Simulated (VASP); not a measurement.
Here is a VASP 6.6.1 calculation.

Contents of INCAR:

```
ALGO = Normal ; EDIFF = 1E-7
ENCUT = 520 ; GGA = PE
ISIF = 2 ; ISMEAR = -1
LASPH = T ; LCHARG = F
LREAL = F ; LWAVE = F
NBANDS = 19 ; NELM = 80
PREC = Accurate ; SIGMA = 0.05
```

Contents of KPOINTS:

```
k-points
0
Gamma
  8 8 6
```

POSCAR

```
TaTl
1.0
    3.4951844905      0.0000000000      0.0000000000
    0.0000000000      3.4951844905      0.0000000000
    0.0000000000      0.0000000000      4.3188730209
Ta Tl
1 1
Direct
    0.5000000000      0.5000000000      0.5000000000
    0.0000000000      0.0000000000      0.0000000000
```

Potentials or basis: VASP PAW PBE potentials, release 64 (Ta_pv, Tl_d).

Command:

```bash
$ cat potpaw_PBE.64/Ta_pv/POTCAR potpaw_PBE.64/Tl_d/POTCAR > POTCAR
$ mpirun -np 1 vasp_std > vasp.out
```

Problem. Predict the pressure.

Solution. -17.0 GPa.

Problem. Estimate the band gap on the k mesh.

Solution. Zero (band 12 reaches 5.95 eV, above the bottom of band 13 at 5.16 eV).

Stress tensor (GPa, compression positive):
```
-19.07   0.00   0.00
  0.00 -19.07   0.00
  0.00   0.00 -12.90
```

Caveat: spin-orbit coupling is left out, which moves the levels of the heavy elements.
